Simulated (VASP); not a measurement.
# Ga2SeS3 (I4/mmm) in VASP: a series of runs

Ga2SeS3 is run at these levels: PBE; tasks: single point, relaxation of cell and atoms.

Program: VASP 6.6.1. These are calculated values, not measurements. Logs are shortened: lines on timing, memory, paths and dates and some standing lists are left out, and cuts for length are marked.

## Step 1: The cell of the first run

Symmetry: I4/mmm, No. 139, tetragonal system. The conventional cell has a = 3.700 Å, b = 3.700 Å, c = 16.703 Å, α = 90.00°, β = 90.00°, γ = 90.00°. Within 3.3 Å of Ga (site symmetry 4mm) lie 6 S at 2.48 to 2.89 Å. Se (site symmetry 4/mmm) has 6 S at 2.62 to 2.98 Å within 3.5 Å. S (site symmetry 4mm) has 5 Ga at 2.48 to 2.62 Å and 1 Se at 2.98 Å within 3.3 Å. Within 3.5 Å of S (site symmetry 4/mmm) lie 4 Se at 2.62 Å and 2 Ga at 2.89 Å.

The cell was generated, and may not be a known phase.

## Step 2: Single point, PBE

The input, INCAR:

```
SYSTEM = Ga2SeS3
PREC     = Accurate       ! precision mode
ENCUT    = 520            ! plane-wave cutoff, eV
EDIFF    = 1E-6           ! SCF threshold, eV
ISMEAR   = 0              ! smearing method
SIGMA    = 0.15           ! smearing width, eV
LREAL    = .False.        ! projectors in reciprocal space
LASPH    = .True.         ! aspherical terms in the spheres
NELM     = 80             ! most SCF steps
ALGO     = Normal         ! electronic algorithm
ISIF     = 2              ! what is computed and relaxed
LWAVE    = .False.        ! write WAVECAR
LCHARG   = .False.        ! write CHGCAR
GGA      = PE             ! functional
NBANDS   = 34             ! bands
```

The input, KPOINTS:

```
regular mesh
0
Gamma
  4 4 4
  0 0 0
```

The input, POSCAR:

```
Ga2SeS3
1.0
   -1.8501743245      1.8501743245      8.3517198885
    1.8501743245     -1.8501743245      8.3517198885
    1.8501743245      1.8501743245     -8.3517198885
Ga Se S
2 1 3
Direct
    0.8269179684      0.8269179684      0.0000000000
    0.1730820316      0.1730820316      0.0000000000
    0.5000000000      0.5000000000      0.0000000000
    0.6785324399      0.6785324399      0.0000000000
    0.0000000000      0.0000000000      0.0000000000
    0.3214675601      0.3214675601      0.0000000000
```

Potentials or basis: VASP PAW PBE potentials, release 64 (Ga_d, Se, S).

Launch:

```bash
$ cat potpaw_PBE.64/Ga_d/POTCAR potpaw_PBE.64/Se/POTCAR potpaw_PBE.64/S/POTCAR > POTCAR
$ mpirun -np 1 vasp_std > vasp.out
```

OUTCAR:

```text
SYSTEM = Ga2SeS3
   PREC = Accurate
   ENCUT = 520
   EDIFF = 1E-6
   ISMEAR = 0
   LREAL = .False.
   LASPH = .True.
   NELM = 80
   ISIF = 2
   GGA = PE

 ion  position               nearest neighbor table
   1  0.827  0.827  0.000-   4 2.48   6 2.62   6 2.62   6 2.62   6 2.62
   2  0.173  0.173  0.000-   6 2.48   4 2.62   4 2.62   4 2.62   4 2.62
   3  0.500  0.500  0.000-   5 2.62   5 2.62   5 2.62   5 2.62
   4  0.679  0.679  0.000-   1 2.48   2 2.62   2 2.62   2 2.62   2 2.62
   5  0.000  0.000  0.000-   3 2.62   3 2.62   3 2.62   3 2.62
   6  0.321  0.321  0.000-   2 2.48   1 2.62   1 2.62   1 2.62   1 2.62

  LATTYP: Found a body centered tetragonal cell.
 ALAT       =     3.7003486490
 C/A-ratio  =     4.5140178295

  Lattice vectors:

 A1 = (  -1.8501743245,   1.8501743245,   8.3517198885)
 A2 = (   1.8501743245,  -1.8501743245,   8.3517198885)
 A3 = (   1.8501743245,   1.8501743245,  -8.3517198885)

Analysis of symmetry for initial positions (statically):
=====================================================================
 Subroutine PRICEL returns:
 Original cell was already a primitive cell.

 Routine SETGRP: Setting up the symmetry group for a
 body centered tetragonal supercell.

 Subroutine GETGRP returns: Found 16 space group operations
 (whereof 16 operations were pure point group operations)
 out of a pool of 16 trial point group operations.

The static configuration has the point symmetry D_4h.

Analysis of symmetry for dynamics (positions and initial velocities):
=====================================================================
 Subroutine PRICEL returns:
 Original cell was already a primitive cell.

 Routine SETGRP: Setting up the symmetry group for a
 body centered tetragonal supercell.

 Subroutine GETGRP returns: Found 16 space group operations
 (whereof 16 operations were pure point group operations)
 out of a pool of 16 trial point group operations.

The dynamic configuration has the point symmetry D_4h.

 Subroutine INISYM returns: Found 16 space group operations
 (whereof 16 operations are pure point group operations),
 and found     1 'primitive' translations

----------------------------------------------------------------------------------------

                                     Primitive cell

  volume of cell :     114.3566

  direct lattice vectors                    reciprocal lattice vectors
    -1.850174324  1.850174324  8.351719888     0.000000000  0.270244805  0.059867908
     1.850174324 -1.850174324  8.351719888     0.270244805  0.000000000  0.059867908
[... 86 lines left out ...]
   NFREE  =      0    steps in history (QN), initial steepest desc. (CG)
   ISIF   =      2    stress and relaxation
   ISYM   =      2    0-nonsym 1-usesym 2-fastsym
   POTIM  = 0.5000    time-step for ionic-motion
   TEBEG  =    0.0;   TEEND  =   0.0 temperature during run
   PSTRESS=    0.0 pullay stress
   NELECT =      50.0000    total number of electrons
   NUPDOWN=      -1.0000    fix difference up-down
   EMIN   =  10.00;   EMAX   =-10.00  energy-range for DOS
   EFERMI =   0.00;   METHOD = LEGACY
   ISMEAR =     0;   SIGMA  =   0.15  broadening in eV -4-tet -1-fermi 0-gaus
   EFERMI_NEDOS =   21; number of points for ismear=-14 and -15
   IALGO  =     38    algorithm
   IMIX   =      4    mixing-type and parameters
     AMIX     =   0.40;   BMIX     =  1.00
     AMIX_MAG =   1.60;   BMIX_MAG =  1.00
  volume/ion in A,a.u.               =      19.06       128.62
  Fermi-wavevector in a.u.,A,eV,Ry     =   1.242542  2.348064 21.006181  1.543911
  Thomas-Fermi vector in A             =   2.376892
   LORBIT       =      0    0 simple, 1 ext, 2 COOP (PROOUT), +10 PAW based schemes
   GGA     = PE    functional components
   LHFCALC =     F    Hartree Fock is set to
   AEXX    =    0.0000 exact exchange contribution
   IVDW    =     0    specifies the selected vdW correction
   LEPSILON=     F    determine dielectric tensor
   LRPA    =     F    only Hartree local field effects (RPA)
 non-spin polarized calculation
 Gauss-broadening in eV      SIGMA  =   0.15
  energy-cutoff  :      520.00
  volume of cell :      114.36
 maximum number of plane-waves:      3096
 NGX is ok and might be reduce to    70
   NGX = 33   NGY = 33   NGZ = 33

 number of electron      49.9999991 magnetization

 Free energy of the ion-electron system (eV)
  ---------------------------------------------------
  ext. energy  EPLUGINS =         0.00000000
  ---------------------------------------------------
  free energy    TOTEN  =       -22.59897742 eV

  energy without entropy =      -22.58530476  energy(sigma->0) =      -22.59214109

 E-fermi :   5.7267     XC(G=0): -10.3750

 val. band max:        5.4861444355   @ k =  -0.2500   0.2500   0.0000
 cond. band min:       5.7425388322   @ k =   0.2500   0.2500   0.2500
 fundamental gap:      0.2563943967
 Fermi energy:         5.7267263118

 k-point     1 :       0.0000    0.0000    0.0000
  band No.  band energies     occupation
      1     -10.1496      2.00000
      2      -9.5550      2.00000
      3      -9.3107      2.00000
      4      -9.2840      2.00000
      5      -9.2677      2.00000
      6      -9.2671      2.00000
[... 470 lines left out ...]
     33      12.2463      0.00000
     34      12.2463      0.00000

------------------------ aborting loop because EDIFF is reached ----------------------------------------

  FORCE on cell =-STRESS in cart. coord.  units (eV):
  Direction    XX          YY          ZZ          XY          YZ          ZX
  --------------------------------------------------------------------------------------
  -------------------------------------------------------------------------------------
  Total       -0.0703006     -0.0703006      0.0688956      0.0000000     -0.0000000      0.0000000
  in kB       -0.9849373     -0.9849373      0.9652522      0.0000000     -0.0000000      0.0000000
  external PRESSURE =      -0.3348741 kB  Pullay stress =       0.0000000 kB

 VOLUME and BASIS-vectors are now :
 -----------------------------------------------------------------------------
  energy-cutoff  :      520.00
  volume of cell :      114.36
      direct lattice vectors                 reciprocal lattice vectors
    -1.850174324  1.850174324  8.351719888     0.000000000  0.270244805  0.059867908
     1.850174324 -1.850174324  8.351719888     0.270244805  0.000000000  0.059867908
     1.850174324  1.850174324 -8.351719888     0.270244805  0.270244805  0.000000000

 POSITION                                       TOTAL-FORCE (eV/Angst)
 -----------------------------------------------------------------------------------
      0.00000      0.00000     13.81237         0.000000      0.000000      0.022782
      0.00000      0.00000      2.89107        -0.000000     -0.000000     -0.022782
      0.00000      0.00000      8.35172        -0.000000     -0.000000      0.000000
      0.00000      0.00000     11.33383        -0.000000     -0.000000      0.011335
      0.00000      0.00000      0.00000        -0.000000     -0.000000      0.000000
      0.00000      0.00000      5.36961        -0.000000     -0.000000     -0.011335
 -----------------------------------------------------------------------------------
    total drift:                               -0.000000      0.000000     -0.000000

  FREE ENERGIE OF THE ION-ELECTRON SYSTEM (eV)
  ---------------------------------------------------
  free  energy   TOTEN  =       -22.5989774208 eV

  energy  without entropy=      -22.5853047574  energy(sigma->0) =      -22.59214109
```

stdout:

```text
POSCAR found type information on POSCAR GaSeS
 POSCAR found :  3 types and       6 ions
 scaLAPACK will be used
 LDA part: xc-table for (Slater+PW92), standard interpolation
 POSCAR, INCAR and KPOINTS ok, starting setup
 FFT: planning ... GRIDC
 FFT: planning ... GRID_SOFT
 FFT: planning ... GRID
 WAVECAR not read
 entering main loop
```

Wall time 7.1 min (1 thread of Intel Xeon 8259CL, shared host); peak memory 0.67 GiB.

What came out:

| Item | Value |
| --- | --- |
| Free energy | -22.5990 eV |
| Pressure | 0.0 GPa |
| Largest force | 0.023 eV/Å |
| Band gap on the k mesh | zero (bands 25 and 26 overlap by 1.22 eV) |

Forces on the atoms (eV/Å):
```
Ga   0.000  0.000  0.023
Ga   0.000  0.000 -0.023
Se   0.000  0.000  0.000
S    0.000  0.000  0.011
S    0.000  0.000  0.000
S    0.000  0.000 -0.011
```

Stress tensor (GPa, compression positive):
```
-0.10  0.00  0.00
 0.00 -0.10  0.00
 0.00  0.00  0.10
```

Levels at points of the mesh, in eV from the Fermi level:
| k point | band 21 | band 22 | band 23 | band 24 | band 25 | band 26 | band 27 | band 28 | band 29 | band 30 |
| --- | --- | --- | --- | --- | --- | --- | --- | --- | --- | --- |
| (0.00, 0.00, 0.00) | -3.39 | -2.38 | -2.38 | -2.14 | -1.73 | 1.95 | 2.87 | 2.87 | 3.59 | 3.90 |
| (0.50, 0.00, 0.00) | -2.30 | -2.11 | -1.86 | -1.62 | -1.46 | -0.75 | 1.07 | 1.84 | 2.83 | 3.23 |
| (0.50, 0.50, 0.00) | -4.57 | -4.38 | -3.83 | -1.70 | -1.67 | 0.61 | 3.33 | 4.37 | 4.37 | 4.45 |
| (0.50, 0.50, 0.50) | -3.61 | -2.48 | -2.48 | -0.82 | -0.29 | 0.43 | 2.86 | 2.86 | 2.90 | 3.32 |

Caveat: the k points lie up to 0.43 Å⁻¹ apart, too coarse for converged energies and pressures of a metal.

## Step 3: Relaxation of cell and atoms, PBE

This run uses another cell than the first one, of 20.67 Å³/atom.

The input, INCAR:

```
PREC     = Accurate       # precision mode
ENCUT    = 600            # plane-wave cutoff, eV
EDIFF    = 1E-7           # SCF threshold, eV
ISMEAR   = 0              # smearing method
SIGMA    = 0.15           # smearing width, eV
LREAL    = False          # projectors in reciprocal space
LASPH    = True           # aspherical terms in the spheres
NELM     = 100            # most SCF steps
ALGO     = Normal         # electronic algorithm
ISIF     = 3              # what is computed and relaxed
LWAVE    = False          # write WAVECAR
LCHARG   = False          # write CHGCAR
GGA      = PE             # functional
IBRION   = 2              # ionic algorithm
NSW      = 36             # ionic steps
EDIFFG   = -0.08          # ionic threshold
```

The input, KPOINTS:

```
Automatic mesh
0
Gamma
  4 4 4
```

The input, POSCAR:

```
Ga2SeS3
1.0
   -1.9403948400      1.9403948400      8.2330591700
    1.9403948400     -1.9403948400      8.2330591700
    1.9403948400      1.9403948400     -8.2330591700
Ga Se S
2 1 3
Direct
    0.8323381500      0.8323381500      0.0000000000
    0.1676618500      0.1676618500      0.0000000000
    0.5000000000      0.5000000000      0.0000000000
    0.6709891600      0.6709891600      0.0000000000
    0.0000000000      0.0000000000      0.0000000000
    0.3290108400      0.3290108400      0.0000000000
```

Potentials or basis: VASP PAW PBE potentials, release 64 (Ga_d, Se, S).

Launch:

```bash
$ cat potpaw_PBE.64/Ga_d/POTCAR potpaw_PBE.64/Se/POTCAR potpaw_PBE.64/S/POTCAR > POTCAR
$ mpirun -np 1 vasp_std > vasp.out
```

OUTCAR:

```text
PREC = Accurate
   ENCUT = 600
   EDIFF = 1E-7
   ISMEAR = 0
   LREAL = False
   LASPH = True
   NELM = 100
   ISIF = 3
   GGA = PE
   IBRION = 2
   NSW = 36
   EDIFFG = -0.08

 ion  position               nearest neighbor table
   1  0.832  0.832  0.000-   4 2.66   6 2.74   6 2.74   6 2.74   6 2.74   5 2.76
   2  0.168  0.168  0.000-   6 2.66   4 2.74   4 2.74   4 2.74   4 2.74   5 2.76
   3  0.500  0.500  0.000-   5 2.74   5 2.74   5 2.74   5 2.74
   4  0.671  0.671  0.000-   1 2.66   2 2.74   2 2.74   2 2.74   2 2.74
   5  0.000  0.000  0.000-   3 2.74   3 2.74   3 2.74   3 2.74   2 2.76   1 2.76
   6  0.329  0.329  0.000-   2 2.66   1 2.74   1 2.74   1 2.74   1 2.74

  LATTYP: Found a body centered tetragonal cell.
 ALAT       =     3.8807896800
 C/A-ratio  =     4.2429813769

  Lattice vectors:

 A1 = (  -1.9403948400,   1.9403948400,   8.2330591700)
 A2 = (   1.9403948400,  -1.9403948400,   8.2330591700)
 A3 = (   1.9403948400,   1.9403948400,  -8.2330591700)

Analysis of symmetry for initial positions (statically):
=====================================================================
 Subroutine PRICEL returns:
 Original cell was already a primitive cell.

 Routine SETGRP: Setting up the symmetry group for a
 body centered tetragonal supercell.

 Subroutine GETGRP returns: Found 16 space group operations
 (whereof 16 operations were pure point group operations)
 out of a pool of 16 trial point group operations.

The static configuration has the point symmetry D_4h.

Analysis of symmetry for dynamics (positions and initial velocities):
=====================================================================
 Subroutine PRICEL returns:
 Original cell was already a primitive cell.

 Routine SETGRP: Setting up the symmetry group for a
 body centered tetragonal supercell.

 Subroutine GETGRP returns: Found 16 space group operations
 (whereof 16 operations were pure point group operations)
 out of a pool of 16 trial point group operations.

The dynamic configuration has the point symmetry D_4h.

[... 103 lines left out ...]
   TEBEG  =    0.0;   TEEND  =   0.0 temperature during run
   PSTRESS=    0.0 pullay stress
   NELECT =      50.0000    total number of electrons
   NUPDOWN=      -1.0000    fix difference up-down
   EMIN   =  10.00;   EMAX   =-10.00  energy-range for DOS
   EFERMI =   0.00;   METHOD = LEGACY
   ISMEAR =     0;   SIGMA  =   0.15  broadening in eV -4-tet -1-fermi 0-gaus
   EFERMI_NEDOS =   21; number of points for ismear=-14 and -15
   IALGO  =     38    algorithm
   IMIX   =      4    mixing-type and parameters
     AMIX     =   0.40;   BMIX     =  1.00
     AMIX_MAG =   1.60;   BMIX_MAG =  1.00
  volume/ion in A,a.u.               =      20.67       139.46
  Fermi-wavevector in a.u.,A,eV,Ry     =   1.209477  2.285580 19.903079  1.462835
  Thomas-Fermi vector in A             =   2.345053
   LORBIT       =      0    0 simple, 1 ext, 2 COOP (PROOUT), +10 PAW based schemes
   GGA     = PE    functional components
   LHFCALC =     F    Hartree Fock is set to
   AEXX    =    0.0000 exact exchange contribution
   IVDW    =     0    specifies the selected vdW correction
   LEPSILON=     F    determine dielectric tensor
   LRPA    =     F    only Hartree local field effects (RPA)
 conjugate gradient relaxation of ions
 non-spin polarized calculation
 Gauss-broadening in eV      SIGMA  =   0.15
  energy-cutoff  :      600.00
  volume of cell :      123.99
 maximum number of plane-waves:      4169
 NGX is ok and might be reduce to    70
   NGX = 35   NGY = 35   NGZ = 35

--------------------------------------- Ionic step        1  -------------------------------------------

 number of electron      49.9999998 magnetization

 Free energy of the ion-electron system (eV)
  ---------------------------------------------------
  ext. energy  EPLUGINS =         0.00000000
  ---------------------------------------------------
  free energy    TOTEN  =       -22.17871965 eV

  energy without entropy =      -22.13689319  energy(sigma->0) =      -22.15780642

------------------------ aborting loop because EDIFF is reached ----------------------------------------

  FORCE on cell =-STRESS in cart. coord.  units (eV):
  Direction    XX          YY          ZZ          XY          YZ          ZX
  --------------------------------------------------------------------------------------
  -------------------------------------------------------------------------------------
  Total       -4.8060670     -4.8060670     -2.2055623      0.0000000      0.0000000     -0.0000000
  in kB      -62.1010510    -62.1010510    -28.4989240      0.0000000      0.0000000     -0.0000000
  external PRESSURE =     -50.9003420 kB  Pullay stress =       0.0000000 kB
[... 267 lines left out ...]
--------------------------------------- Ionic step        8  -------------------------------------------

 number of electron      49.9999990 magnetization

 Free energy of the ion-electron system (eV)
  ---------------------------------------------------
  ext. energy  EPLUGINS =         0.00000000
  ---------------------------------------------------
  free energy    TOTEN  =       -22.60041402 eV

  energy without entropy =      -22.58666521  energy(sigma->0) =      -22.59353961

 E-fermi :   5.7161     XC(G=0): -10.3691

 val. band max:        5.4816281462   @ k =  -0.2500   0.2500   0.0000
 cond. band min:       5.7230631165   @ k =   0.2500   0.2500   0.2500
 fundamental gap:      0.2414349703
 Fermi energy:         5.7160595275

 k-point     1 :       0.0000    0.0000    0.0000
  band No.  band energies     occupation
      1     -10.1509      2.00000
      2      -9.5726      2.00000
      3      -9.3287      2.00000
      4      -9.3008      2.00000
      5      -9.2844      2.00000
      6      -9.2839      2.00000
[... 451 lines left out ...]
  FREE ENERGIE OF THE ION-ELECTRON SYSTEM (eV)
  ---------------------------------------------------
  free  energy   TOTEN  =       -22.6004140187 eV

  energy  without entropy=      -22.5866652101  energy(sigma->0) =      -22.59353961

 reached required accuracy - stopping structural energy minimisation
```

Wall time 45 min (1 thread of Intel Xeon 8259CL, shared host); peak memory 0.81 GiB.

Results:

- Free energy: -22.6004 eV
- Relaxed volume: 19.08 Å³/atom
- Relaxed cell: a = 8.766 Å, b = 8.766 Å, c = 8.766 Å, α = 155.64°, β = 155.64°, γ = 34.72°
- Space group after relaxing (to 0.1 Å): I4/mmm (No. 139)
- Energy gained by relaxing: 70.3 meV/atom
- Ionic steps: 8
- Pressure after relaxing: 0.0 GPa
- Largest force after relaxing: 0.030 eV/Å
- Band gap on the k mesh: zero (bands 25 and 26 overlap by 1.23 eV)

Forces in eV/Å, atoms in the order of the input:
```
Ga   0.000  0.000  0.030
Ga   0.000  0.000 -0.030
Se   0.000  0.000  0.000
S    0.000  0.000  0.021
S    0.000  0.000  0.000
S    0.000  0.000 -0.021
```

Stress tensor (GPa, compression positive):
```
 0.01  0.00  0.00
 0.00  0.01  0.00
 0.00  0.00 -0.09
```

The path:
```tsv
step	energy change (eV)	largest force (eV/Å)	pressure (GPa)	volume (Å³)
1	0.0000	0.5275	-5.09	123.99
2	-0.2805	0.5958	0.24	112.56
3	-0.2844	0.6000	1.12	111.25
4	-0.3612	0.4853	1.48	111.17
5	-0.3870	0.2541	2.12	111.05
6	-0.4168	0.0390	-0.80	115.94
7	-0.4192	0.0837	-0.22	114.86
8	-0.4217	0.0296	-0.02	114.46
```

Final structure:
```
Ga Se S
1.0
    -1.84933    1.84933    8.36713
     1.84933   -1.84933    8.36713
     1.84933    1.84933   -8.36713
Ga Se S
2 1 3
Direct
  0.82669 0.82669 0.00000
  0.17331 0.17331 0.00000
  0.50000 0.50000 0.00000
  0.67843 0.67843 0.00000
  0.00000 0.00000 0.00000
  0.32157 0.32157 0.00000
```

Caveat: the k points lie up to 0.43 Å⁻¹ apart in the final cell, too coarse for converged energies and pressures of a metal.

The gap in the log of VASP goes by the Fermi energy; the results here count the filled bands.